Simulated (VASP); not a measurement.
A run of VASP 6.6.1 is set up as follows.

File INCAR:

```
SYSTEM = Ag
PREC = Accurate ; ENCUT = 520
EDIFF = 1E-6 ; ISMEAR = 0
SIGMA = 0.15 ; LREAL = .FALSE.
LASPH = .TRUE. ; NELM = 100
ALGO = Fast ; ISIF = 2
LWAVE = .FALSE. ; LCHARG = .FALSE.
GGA = PS ; NBANDS = 18
```

Contents of KPOINTS:

```
regular mesh
0
G
  24 24 12
  0 0 0
```

File POSCAR:

```
Ag
1.0
    2.6846409995      0.0000000000      0.0000000000
   -1.3423204997      2.3249673056      0.0000000000
    0.0000000000      0.0000000000      5.7055530567
Ag
2
Direct
    0.3333333333      0.6666666667      0.2500000000
    0.6666666667      0.3333333333      0.7500000000
```

Potentials or basis: VASP PAW PBE potentials, release 64 (Ag).

Launch:

```console
$ cat potpaw_PBE.64/Ag/POTCAR > POTCAR
$ mpirun -np 1 vasp_std > vasp.out
```

(1) Estimate the pressure.

(2) Predict the band gap on the k mesh.

Answers

(1) 2.9 GPa.

(2) zero (bands 11 and 12 overlap by 8.55 eV).

Caveat: the stress differs along the axes, from -14 to 11 GPa; the PAW data sets were made with another functional, which shifts forces and pressure a little.
